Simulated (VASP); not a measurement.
A run of VASP 6.6.1 is set up as follows.

File INCAR:

```
PREC = Accurate
ENCUT = 520
EDIFF = 1E-6
ISMEAR = 0
SIGMA = 0.05
LREAL = F
LASPH = T
NELM = 80
ALGO = Normal
ISIF = 2
LWAVE = F
LCHARG = F
GGA = PS
NBANDS = 14
```

The input KPOINTS:

```
regular mesh
0
Gamma
  8 8 8
```

Contents of POSCAR:

```
NaCl
1.0
    0.0000000000      2.8317500000      2.8317500000
    2.8317500000      0.0000000000      2.8317500000
    2.8317500000      2.8317500000      0.0000000000
Na Cl
1 1
Direct
    0.0000000000      0.0000000000      0.0000000000
    0.3907533445      0.6092466555      0.5000000000
```

Potentials or basis: VASP PAW PBE potentials, release 64 (Na_pv, Cl).

Launch:

```console
$ cat potpaw_PBE.64/Na_pv/POTCAR potpaw_PBE.64/Cl/POTCAR > POTCAR
$ mpirun -np 1 vasp_std > vasp.out
```

(1) Predict the pressure.

(2) What does it give for the band gap on the k mesh?

(3) What does it give for the largest force?

Results:

(1) 1.2 GPa.

(2) 4.91 eV.

(3) 0.648 eV/Å.

Caveat: the cell differs from its parent crystal (all Cl atoms moved +0.438 Å, as atom 2 along Cartesian [1 -1 0]); the PAW data sets were made with another functional, which shifts forces and pressure a little.
